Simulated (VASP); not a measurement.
Input of a VASP 6.6.1 run:

Contents of INCAR:

```
SYSTEM = Rh
PREC = Accurate
ENCUT = 520
EDIFF = 1E-7
ISMEAR = 1
SIGMA = 0.1
LREAL = .False.
LASPH = .True.
NELM = 80
ALGO = Normal
ISIF = 2
LWAVE = .False.
LCHARG = .True.
GGA = PE
LELF = .True.
LVHAR = .True.
NBANDS = 14
```

KPOINTS

```
regular mesh
0
Gamma
  36 36 36
  0 0 0
```

File POSCAR:

```
Rh
1.0
    0.0000000000      1.9146822370      1.9146822370
    1.9146822370      0.0000000000      1.9146822370
    1.9146822370      1.9146822370      0.0000000000
Rh
1
Direct
    0.0000000000      0.0000000000      0.0000000000
```

Potentials or basis: VASP PAW PBE potentials, release 64 (Rh_pv).

Run with:

```bash
$ cat potpaw_PBE.64/Rh_pv/POTCAR > POTCAR
$ mpirun -np 1 vasp_std > vasp.out
```

(1) Predict the pressure.

(2) What does it give for the band gap on the k mesh?

Answers

(1) 0.1 GPa.

(2) zero (an odd number of electrons rules out a gap without spin polarisation).
